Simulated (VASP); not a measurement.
# C (Fmmm) in VASP: notebook, part 2 of 3

VASP 6.6.1.

### Step 3. Single point, PBEsol+D3(BJ) (7.31 Å³/atom)

INCAR

```
SYSTEM = C
PREC     = Accurate       ! precision mode
ENCUT    = 520            ! plane-wave cutoff, eV
EDIFF    = 1E-7           ! SCF threshold, eV
ISMEAR   = 0              ! smearing method
SIGMA    = 0.03           ! smearing width, eV
LREAL    = .False.        ! projectors in reciprocal space
LASPH    = .True.         ! aspherical terms in the spheres
NELM     = 80             ! most SCF steps
ALGO     = Normal         ! electronic algorithm
ISIF     = 2              ! what is computed and relaxed
LWAVE    = .False.        ! write WAVECAR
LCHARG   = .True.         ! write CHGCAR
GGA      = PS             ! functional
IVDW     = 12             ! dispersion correction
LELF     = .True.         ! ELF
LVHAR    = .True.       
NBANDS   = 11             ! bands
```

KPOINTS

```
regular mesh
0
Gamma
  18 18 18
  0 0 0
```

POSCAR

```
C
1.0
    0.0000000000      2.1334614793      2.7783268181
    1.2325698239      0.0000000000      2.7783268181
    1.2325698239      2.1334614793      0.0000000000
C
2
Direct
    0.1667066167      0.8332933833      0.1667066167
    0.8332933833      0.1667066167      0.8332933833
```

Potentials or basis: VASP PAW PBE potentials, release 64 (C).

The run is started by

```console
> cat potpaw_PBE.64/C/POTCAR > POTCAR
> mpirun -np 1 vasp_std > vasp.out
```

Wall time 68 s (1 thread of AMD EPYC 9R45 (Zen 5), shared host); peak memory 0.2 GiB.

It converged, with:

```
Free energy                : -19.3827 eV
Pressure                   : 3.9 GPa
Largest force              : 0.043 eV/Å
Band gap on the k mesh     : zero (bands 4 and 5 overlap by 0.70 eV)
Dispersion energy per atom : -0.130 eV
```

Forces on the atoms (eV/Å):
```
C    0.000 -0.043  0.000
C    0.000  0.043  0.000
```

Stress tensor (GPa, compression positive):
```
-1.90  0.00  0.00
 0.00 -5.09  0.00
 0.00  0.00 18.64
```

Levels at points of the mesh, in eV from the Fermi level:
```csv
k point,band 1,band 2,band 3,band 4,band 5,band 6,band 7,band 8,band 9
"(0.00, 0.00, 0.00)",-20.26,-5.19,-3.20,-3.06,6.27,8.01,8.35,10.95,12.74
"(0.50, 0.00, 0.00)",-14.43,-13.48,-6.57,-2.60,1.36,7.09,13.57,16.35,19.77
"(0.50, 0.50, 0.00)",-19.13,-9.91,-3.28,-3.12,7.88,8.16,11.52,12.21,15.92
"(0.50, 0.00, 0.50)",-14.86,-13.79,-6.43,-0.46,3.10,7.85,12.39,12.43,18.64
"(0.00, 0.50, 0.50)",-13.93,-13.09,-6.73,-4.34,-0.13,6.44,15.30,19.72,20.92
```

Caveat: the stress differs along the axes, from -5 to 19 GPa; the PAW data sets were made with another functional, which shifts forces and pressure a little.

### Step 4. Single point, PBEsol+D3(BJ) (7.31 Å³/atom)

INCAR

```
SYSTEM = C
ALGO = Normal
EDIFF = 1E-7
ENCUT = 520
GGA = PS
ISIF = 2
ISMEAR = 0
IVDW = 12
LASPH = .True.
LCHARG = .False.
LREAL = .False.
LWAVE = .False.
NBANDS = 11
NELM = 100
PREC = Accurate
SIGMA = 0.03
```

KPOINTS

```
k-points
0
Gamma
  18 18 18
  0 0 0
```

POSCAR

```
C
1.0
    0.0000000000      2.0489221151      3.0123265019
    1.1837286940      0.0000000000      3.0123265019
    1.1837286940      2.0489221151      0.0000000000
C
2
Direct
    0.1667066167      0.8332933833      0.1667066167
    0.8332933833      0.1667066167      0.8332933833
```

Potentials or basis: VASP PAW PBE potentials, release 64 (C).

The run is started by

```console
> cat potpaw_PBE.64/C/POTCAR > POTCAR
> mpirun -np 1 vasp_std > vasp.out
```

OUTCAR:

```text
SYSTEM = C
   EDIFF = 1E-7
   ENCUT = 520
   GGA = PS
   ISIF = 2
   ISMEAR = 0
   IVDW = 12
   LASPH = .True.
   LREAL = .False.
   NELM = 100
   PREC = Accurate
 IVDW          = 12

 ion  position               nearest neighbor table
   1  0.167  0.833  0.167-   2 1.37   2 1.37   2 1.37
   2  0.833  0.167  0.833-   1 1.37   1 1.37   1 1.37

  LATTYP: Found a face centered orthorhombic cell.
 ALAT       =     2.3674573880
 B/A-ratio  =     1.7309051690
 C/A-ratio  =     2.5447778002

  Lattice vectors:

 A1 = (   0.0000000000,   2.0489221151,   3.0123265019)
 A2 = (   1.1837286940,   0.0000000000,   3.0123265019)
 A3 = (   1.1837286940,   2.0489221151,   0.0000000000)

Analysis of symmetry for initial positions (statically):
=====================================================================
 Subroutine PRICEL returns:
 Original cell was already a primitive cell.

 Routine SETGRP: Setting up the symmetry group for a
 face centered orthorhombic supercell.

 Subroutine GETGRP returns: Found  8 space group operations
 (whereof  8 operations were pure point group operations)
 out of a pool of  8 trial point group operations.

The static configuration has the point symmetry D_2h.

Analysis of symmetry for dynamics (positions and initial velocities):
=====================================================================
 Subroutine PRICEL returns:
 Original cell was already a primitive cell.

 Routine SETGRP: Setting up the symmetry group for a
 face centered orthorhombic supercell.

 Subroutine GETGRP returns: Found  8 space group operations
 (whereof  8 operations were pure point group operations)
 out of a pool of  8 trial point group operations.

The dynamic configuration has the point symmetry D_2h.

 Subroutine INISYM returns: Found  8 space group operations
 (whereof  8 operations are pure point group operations),
 and found     1 'primitive' translations

----------------------------------------------------------------------------------------

                                     Primitive cell

  volume of cell :      14.6120

  direct lattice vectors                    reciprocal lattice vectors
     0.000000000  2.048922115  3.012326502    -0.422394086  0.244030750  0.165984663
     1.183728694  0.000000000  3.012326502     0.422394086 -0.244030750  0.165984663
     1.183728694  2.048922115  0.000000000     0.422394086  0.244030750 -0.165984663

  length of vectors
     3.643102083  3.236560609  2.366283046     0.515285047  0.515285047  0.515285047

  position of ions in fractional coordinates (direct lattice)
     0.166706617  0.833293383  0.166706617
     0.833293383  0.166706617  0.833293383

  ion indices of the primitive-cell ions
   primitive index   ion index
                 1           1
                 2           2

----------------------------------------------------------------------------------------

 KPOINTS: k-points

Automatic generation of k-mesh.
 Grid dimensions read from file:
 generate k-points for:   18   18   18

 Generating k-lattice:

  Cartesian coordinates                     Fractional coordinates (reciprocal lattice)
[... 21 lines left out ...]
  0.222222  0.000000 -0.000000      8.000000
  0.277778 -0.000000 -0.000000      8.000000
[... 16 lines left out ...]
 -0.277778  0.055556  0.000000      8.000000
 -0.222222  0.055556  0.000000      8.000000
 [... further k-points ...]
   k-points           NKPTS =    865   k-points in BZ     NKDIM =    865   number of bands    NBANDS=     11
   number of dos      NEDOS =    301   number of ions     NIONS =      2
   total plane-waves  NPLWV =  12096
   dimension x,y,z NGX =    28 NGY =   24 NGZ =   18
   dimension x,y,z NGXF=    56 NGYF=   48 NGZF=   36
   ions per type =               2
   NGX,Y,Z   is equivalent  to a cutoff of  12.78, 12.33, 12.65 a.u.
   NGXF,Y,Z  is equivalent  to a cutoff of  25.55, 24.66, 25.29 a.u.
 SYSTEM =  C
   PREC   = accura    normal or accurate (medium, high low for compatibility)
   ISTART =      0    job   : 0-new  1-cont  2-samecut
   ICHARG =      2    charge: 1-file 2-atom 10-const
   ISPIN  =      1    spin polarized calculation?
   LNONCOLLINEAR =      F non collinear calculations
   LSORBIT =      F    spin-orbit coupling
   LASPH  =      T    aspherical Exc in radial PAW
   ENCUT  =  520.0 eV  38.22 Ry    6.18 a.u.   6.77  6.02  4.40*2*pi/ulx,y,z
   NELM   =    100;   NELMIN=  2; NELMDL= -5     # of ELM steps
   EDIFF  = 0.1E-06   stopping-criterion for ELM
   LREAL  =      F    real-space projection
   EDIFFG = 0.1E-05   stopping-criterion for IOM
   NSW    =      0    number of steps for IOM
   IBRION =     -1    ionic relax: 0-MD 1-quasi-New 2-CG
   NFREE  =      0    steps in history (QN), initial steepest desc. (CG)
   ISIF   =      2    stress and relaxation
   ISYM   =      2    0-nonsym 1-usesym 2-fastsym
   POTIM  = 0.5000    time-step for ionic-motion
   TEBEG  =    0.0;   TEEND  =   0.0 temperature during run
   PSTRESS=    0.0 pullay stress
   NELECT =       8.0000    total number of electrons
   NUPDOWN=      -1.0000    fix difference up-down
   EMIN   =  10.00;   EMAX   =-10.00  energy-range for DOS
   EFERMI =   0.00;   METHOD = LEGACY
   ISMEAR =     0;   SIGMA  =   0.03  broadening in eV -4-tet -1-fermi 0-gaus
   EFERMI_NEDOS =   21; number of points for ismear=-14 and -15
   IALGO  =     38    algorithm
   IMIX   =      4    mixing-type and parameters
     AMIX     =   0.40;   BMIX     =  1.00
     AMIX_MAG =   1.60;   BMIX_MAG =  1.00
  volume/ion in A,a.u.               =       7.31        49.30
  Fermi-wavevector in a.u.,A,eV,Ry     =   1.339270  2.530854 24.404025  1.793645
  Thomas-Fermi vector in A             =   2.467675
   LORBIT       =      0    0 simple, 1 ext, 2 COOP (PROOUT), +10 PAW based schemes
   GGA     = PS    functional components
   LHFCALC =     F    Hartree Fock is set to
   AEXX    =    0.0000 exact exchange contribution
   IVDW    =    12    specifies the selected vdW correction
   LEPSILON=     F    determine dielectric tensor
   LRPA    =     F    only Hartree local field effects (RPA)
 non-spin polarized calculation
 Gauss-broadening in eV      SIGMA  =   0.03
  energy-cutoff  :      520.00
  volume of cell :       14.61
 maximum number of plane-waves:       413
   NGX = 13   NGY = 11   NGZ =  9

 number of electron       8.0000000 magnetization

 Free energy of the ion-electron system (eV)
  ---------------------------------------------------
  ext. energy  EPLUGINS =         0.00000000
  ---------------------------------------------------
  free energy    TOTEN  =       -19.01289953 eV

  energy without entropy =      -19.01287515  energy(sigma->0) =      -19.01288734

 E-fermi :   6.4945     XC(G=0): -11.5587

 val. band max:        6.4942165797   @ k =   0.4444  -0.1667   0.3333
 cond. band min:       6.5575226193   @ k =  -0.1667   0.1667   0.3333
 fundamental gap:      0.0633060396
 Fermi energy:         6.4945428626

 k-point     1 :       0.0000    0.0000    0.0000
  band No.  band energies     occupation
      1     -14.3700      2.00000
      2      -0.3042      2.00000
      3       3.5206      2.00000
      4       3.5672      2.00000
      5      11.0563      0.00000
      6      15.5413      0.00000
      7      15.6948      0.00000
      8      19.2960      0.00000
      9      22.1325      0.00000
     10      30.4597      0.00000
     11      34.3783      0.00000
[... 309 lines left out ...]
 k-point    24 :      -0.2222    0.0556    0.0000
  band No.  band energies     occupation
      1     -12.3599      2.00000
      2      -1.8206      2.00000
      3       0.9524      2.00000
      4       1.6278      2.00000
      5      12.9366      0.00000
      6      13.8197      0.00000
      7      15.6316      0.00000
      8      22.3817      0.00000
      9      24.9865      0.00000
     10      26.0118      0.00000
     11      31.1208      0.00000

 [... further k-points ...]

------------------------ aborting loop because EDIFF is reached ----------------------------------------

 Edisp (eV)   -0.23274

 E8    (eV) :    -0.1131

  FORCE on cell =-STRESS in cart. coord.  units (eV):
  Direction    XX          YY          ZZ          XY          YZ          ZX
  --------------------------------------------------------------------------------------
  -------------------------------------------------------------------------------------
  Total       6.10739     6.01770     0.59545     0.00000     0.00000     0.00000
  in kB     669.66315   659.82874    65.28973     0.00000     0.00000     0.00000
  external pressure =      464.93 kB  Pullay stress =        0.00 kB

 VOLUME and BASIS-vectors are now :
 -----------------------------------------------------------------------------
  energy-cutoff  :      520.00
  volume of cell :       14.61
      direct lattice vectors                 reciprocal lattice vectors
     0.000000000  2.048922115  3.012326502    -0.422394086  0.244030750  0.165984663
     1.183728694  0.000000000  3.012326502     0.422394086 -0.244030750  0.165984663
     1.183728694  2.048922115  0.000000000     0.422394086  0.244030750 -0.165984663

 POSITION                                       TOTAL-FORCE (eV/Angst)
 -----------------------------------------------------------------------------------
      1.18373      0.68314      3.01233         0.000000     -0.009479      0.000000
      1.18373      3.41471      3.01233         0.000000      0.009479      0.000000
 -----------------------------------------------------------------------------------
    total drift:                                0.000000      0.000000     -0.000000

  FREE ENERGIE OF THE ION-ELECTRON SYSTEM (eV)
  ---------------------------------------------------
  free  energy   TOTEN  =       -19.2456401386 eV

  energy  without entropy=      -19.2456157574  energy(sigma->0) =      -19.24562795
```

It took 66 s on 1 thread of AMD EPYC 9R45 (Zen 5), shared host; peak memory 0.2 GiB.

What came out:

- Free energy: -19.2456 eV
- Pressure: 46.5 GPa
- Largest force: 0.009 eV/Å
- Band gap on the k mesh: zero (bands 4 and 5 overlap by 0.05 eV)
- Dispersion energy per atom: -0.116 eV

Forces on the atoms (eV/Å):
```
C    0.000 -0.009  0.000
C    0.000  0.009  0.000
```

Caveat: the stress differs along the axes, from 7 to 67 GPa; the PAW data sets were made with another functional, which shifts forces and pressure a little.

[end of part 2 of 3]

The gap in the log of VASP goes by the Fermi energy; the results here count the filled bands.